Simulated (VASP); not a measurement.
Set up this calculation in VASP 6.6.1, as the native input.

- Task: single point
- Functional: PBE
- Potentials or basis: VASP PAW PBE potentials, release 64 (Mo_sv)
- Cutoff: 520 eV
- k mesh: 16 × 16 × 14
- Occupations: gaussian, width 0.1 eV
- Spin: no spin polarisation
- Dipole correction: no
- Further INCAR settings: ALGO = Normal; EDIFF = 1e-07; NBANDS = 13

The structure of Mo lies in POSCAR:

```
Mo
1.0
    2.7354009768     -0.0252487610      0.0000000000
   -1.3895665568      2.3562973468      0.0000000000
    0.0000000000      0.0000000000      2.5772574612
Mo
1
Direct
    0.0000000000      0.0000000000      0.5000000000
```

This cell differs from its parent crystal: strained.

These files were run (other wordings do the same):

INCAR

```
PREC = Accurate
ENCUT = 520
EDIFF = 1E-7
ISMEAR = 0
SIGMA = 0.1
LREAL = F
LASPH = T
NELM = 100
ALGO = Normal
ISIF = 2
LWAVE = F
LCHARG = F
GGA = PE
NBANDS = 13
```

KPOINTS

```
regular mesh
0
Gamma
  16 16 14
```

Potentials or basis: VASP PAW PBE potentials, release 64 (Mo_sv).

Run with:

```console
$ cat potpaw_PBE.64/Mo_sv/POTCAR > POTCAR
$ mpirun -np 1 vasp_std > vasp.out
```

Results of the run:

```json
{
  "Pressure": "4.5 GPa",
  "Band gap on the k mesh": "zero (band 7 reaches 12.60 eV, above the bottom of band 8 at 10.86 eV)"
}
```

Caveat: the cell differs from its parent crystal (strained).

Wall time 110 s on 1 thread of Intel Xeon 8259CL, on a shared host, peak memory 0.22 GiB.
